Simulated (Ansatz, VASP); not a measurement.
# Ta2N: VASP beside Ansatz

The input INCAR:

```
  PREC = Accurate
  ENCUT = 520
  EDIFF = 1E-6
  ISMEAR = 0
  SIGMA = 0.1
  LREAL = F
  LASPH = T
  NELM = 80
  ALGO = Normal
  ISIF = 2
  LWAVE = F
  LCHARG = F
  GGA = PS
  NBANDS = 20
```

The input KPOINTS:

```
regular mesh
0
Gamma
  14 14 8
```

File POSCAR:

```
Ta2N
1.0
    3.1690797848     -0.0316889301      0.1123743004
   -1.6119833109      2.7286722138     -0.1123679794
    0.1758012601     -0.1014874864      5.3674900518
Ta N
2 1
Direct
    0.6382395298      0.3480132226      0.7430200049
    0.3480132226      0.6382395298      0.2569799951
    0.0137472476      0.0137472476      0.0000000000
```

Input for Ansatz:

```yaml
crystal:
  lattice:
    - [3.1690797848, -0.0316889301, 0.1123743004]
    - [-1.6119833109, 2.7286722138, -0.1123679794]
    - [0.1758012601, -0.1014874864, 5.3674900518]
  atoms:
    - { symbol: Ta, position: [0.6382395298, 0.3480132226, 0.7430200049] }
    - { symbol: Ta, position: [0.3480132226, 0.6382395298, 0.2569799951] }
    - { symbol: "N", position: [0.0137472476, 0.0137472476, 0.0] }
basis:
  ecutwfc: 420
kpoints:
  mp_grid: { grid: [14, 14, 8] }
hamiltonian:
  xc: pbesol
scf:
  occupations: { method: gaussian, width: 0.1 }
output:
  forces: true
  stress: true
  eigenvalues: true
  populations: true
```

Alike in both runs: task single point; functional PBEsol; k mesh 14 × 14 × 8; occupations gaussian, width 0.1 eV; no spin polarisation.

```csv
,VASP,Ansatz
version,VASP 6.6.1,Ansatz 0.2.0
potentials or method,"VASP PAW PBE potentials, release 64 (Ta_pv, N), cutoff 520 eV","scalar-relativistic, plane waves, PAW"
valence electrons in the cell,27,31
```

Ansatz gave:

| Quantity | Value |
| --- | --- |
| gap on the k mesh at the Fermi level (eV) | none |
| pressure (GPa) | -29.2 |
| traceless stress, the component that is largest in VASP (GPa) | -6.67 |
| rms of the force components (eV/Å) | 0.366 |

Question: What did VASP give for the same quantities?

Answer: gap on the k mesh at the Fermi level (eV): none; pressure (GPa): -29.0; traceless stress, the component that is largest in VASP (GPa): -6.65; rms of the force components (eV/Å): 0.361.

VASP's potentials were made for PBE, not for PBEsol. Atom by atom the forces differ by 0.016 eV/Å (rms over components). A gap of «none» marks a metal or a gap that the smearing closes. Both programs put the cell under strong tension, so it lies far from rest at this level. With one functional, cell and mesh, what is left measures potentials, basis and numerics. VASP's potentials hold 27 valence electrons a cell and Ansatz's 31, so a difference there can come from the potentials and not from the codes. Ansatz's warnings: near symmetry operations not taken.

Spin-orbit coupling is off throughout.
